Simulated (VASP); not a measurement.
A run of VASP 6.6.1:

The input INCAR:

```
PREC = Accurate ; ENCUT = 820
EDIFF = 1E-6 ; ISMEAR = 0
SIGMA = 0.1 ; LREAL = False
LASPH = True ; NELM = 200
ALGO = Normal ; ISIF = 2
LWAVE = False ; LCHARG = False
ISPIN = 2 ; MAGMOM = 0 1 0 0 0 0 0 0 0 0
LORBIT = 11 ; LMAXMIX = 4
GGA = PE ; NBANDS = 44
GGA_COMPAT = False
```

The input KPOINTS:

```
regular mesh
0
Gamma
  4 4 4
```

Contents of POSCAR:

```
AlCuC4N4
1.0
    5.8306603700      0.0000000000      0.0000000000
    0.0000000000      5.8306603700      0.0000000000
    0.0000000000      0.0000000000      5.8306603700
Al Cu C N
1 1 4 4
Direct
    0.5000000000      0.5000000000      0.5000000000
    0.0000000000      0.0000000000      0.0000000000
    0.1898207700      0.1898207700      0.1898207700
    0.1898207700      0.8101792300      0.8101792300
    0.8101792300      0.1898207700      0.8101792300
    0.8101792300      0.8101792300      0.1898207700
    0.3056738300      0.3056738300      0.3056738300
    0.3056738300      0.6943261700      0.6943261700
    0.6943261700      0.3056738300      0.6943261700
    0.6943261700      0.6943261700      0.3056738300
```

Potentials or basis: VASP PAW PBE potentials, release 64 (Al, Cu_sv_GW, C, N).

Run with:

```bash
$ cat potpaw_PBE.64/Al/POTCAR potpaw_PBE.64/Cu_sv_GW/POTCAR potpaw_PBE.64/C/POTCAR potpaw_PBE.64/N/POTCAR > POTCAR
$ mpirun -np 1 vasp_std > vasp.out
```

Hardware: 1 thread of Intel(R) Xeon(R) 6975P-C (Granite Rapids), with other jobs on the host.

**Question.** Estimate the wall time of this run.

**Answer.** It took 6 min on 1 thread of Intel(R) Xeon(R) 6975P-C (Granite Rapids), with other jobs on the host, peak memory 0.7 GiB. Counts: scf iterations 17, k points 10.
